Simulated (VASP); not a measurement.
Here is a VASP 6.6.1 calculation.

INCAR

```
PREC = Accurate
ENCUT = 520
EDIFF = 1E-6
ISMEAR = 0
SIGMA = 0.1
LREAL = False
LASPH = True
NELM = 100
ALGO = Normal
ISIF = 2
LWAVE = False
LCHARG = False
GGA = PE
NBANDS = 46
```

KPOINTS

```
Automatic mesh
0
Gamma
  4 4 6
```

POSCAR

```
SiGe5
1.0
    6.4474532311      0.0000000000      0.0000000000
    0.0000000000      6.4474532311      0.0000000000
    0.0000000000      0.0000000000      3.6783748759
Si Ge
1 5
Direct
    0.0000000000      0.0000000000      0.0000000000
    0.7959036121      0.7959036121      0.5000000000
    0.2040963879      0.2040963879      0.5000000000
    0.2040963879      0.7959036121      0.5000000000
    0.7959036121      0.2040963879      0.5000000000
    0.5000000000      0.5000000000      0.5000000000
```

Potentials or basis: VASP PAW PBE potentials, release 64 (Si, Ge_d).

Launch:

```console
$ cat potpaw_PBE.64/Si/POTCAR potpaw_PBE.64/Ge_d/POTCAR > POTCAR
$ mpirun -np 1 vasp_std > vasp.out
```

(1) Estimate the largest force.

(2) Predict the pressure.

(3) What does it give for the band gap on the k mesh?

## Answers

(1) 0.039 eV/Å.

(2) 0.2 GPa.

(3) zero (band 37 reaches 5.63 eV, above the bottom of band 38 at 2.39 eV).
